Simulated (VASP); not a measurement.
Wanted: the native input for a VASP 6.6.1 run.

```yaml
Task: single point
Functional: PBE
Potentials_or_basis: VASP PAW PBE potentials, release 64 (Cd, Se)
Cutoff: 500 eV
k_mesh: 3 × 3 × 2
Occupations: gaussian, width 0.2 eV
Spin: no spin polarisation
Dipole_correction: no
Further_INCAR_settings: ALGO = Normal; EDIFF = 1e-06; NBANDS = 36
```

The structure of Cd2Se5 lies in POSCAR:

```
Cd2Se5
1.0
    4.4561973664      0.0000000000      0.0000000000
    0.0000000000      4.4561973664      0.0000000000
    0.0000000000      0.0000000000     10.0261777586
Cd Se
2 5
Direct
    0.0000000000      0.0000000000      0.6351135810
    0.0000000000      0.0000000000      0.3648864190
    0.0000000000      0.5000000000      0.8221214844
    0.5000000000      0.0000000000      0.8221214844
    0.0000000000      0.5000000000      0.1778785156
    0.5000000000      0.0000000000      0.1778785156
    0.0000000000      0.0000000000      0.0000000000
```

The input as run:

INCAR

```
SYSTEM = Cd2Se5
PREC = Accurate
ENCUT = 500
EDIFF = 1E-6
ISMEAR = 0
SIGMA = 0.2
LREAL = .FALSE.
LASPH = .TRUE.
NELM = 120
ALGO = Normal
ISIF = 2
LWAVE = .FALSE.
LCHARG = .FALSE.
GGA = PE
NBANDS = 36
GGA_COMPAT = .FALSE.
```

KPOINTS

```
Automatic mesh
0
G
  3 3 2
  0 0 0
```

Potentials or basis: VASP PAW PBE potentials, release 64 (Cd, Se).

Command:

```bash
$ cat potpaw_PBE.64/Cd/POTCAR potpaw_PBE.64/Se/POTCAR > POTCAR
$ mpirun -np 1 vasp_std > vasp.out
```

It gave:

The pressure is 0.4 GPa. The largest force is 0.028 eV/Å. The band gap on the k mesh is zero (band 27 reaches 2.26 eV, above the bottom of band 28 at 1.28 eV).

Caveat: the k points lie up to 0.47 Å⁻¹ apart.

Wall time 56 s on 1 thread of Intel Xeon 6975P-C, with other jobs on the host, peak memory 0.28 GiB.
